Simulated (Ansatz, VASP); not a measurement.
# SrTiO3 in VASP and in Ansatz

```
Sr Ti O
1.0
     3.93652    0.00000    0.00000
     0.00000    3.93652    0.00000
     0.00000    0.00000    3.93652
Sr Ti O
1 1 3
Direct
  0.50000 0.50000 0.50000
  0.00000 0.00000 0.00000
  0.50000 0.00000 0.00000
  0.00000 0.50000 0.00000
  0.00000 0.00000 0.50000
```

Alike in both runs: functional PBE; k mesh 8 × 8 × 8; occupations fermi-dirac, width 0.02 eV; no spin polarisation.

Ansatz relaxed the structure, and its values are those at the end. VASP's run is a single point on that final structure, the one shown.

|  | VASP | Ansatz |
| --- | --- | --- |
| version | VASP 6.6.1 | Ansatz 0.2.0 |
| potentials or method | VASP PAW PBE potentials, release 64 (Sr_sv, Ti_sv, O), cutoff 520 eV | PAW plane waves |
| valence electrons in the cell | 40 | 40 |

Ansatz gave:

* gap on the k mesh at the Fermi level (eV): 1.85
* pressure (GPa): 0.0

Q: Estimate VASP's values.

A: gap on the k mesh at the Fermi level (eV): 1.81; pressure (GPa): 0.6.
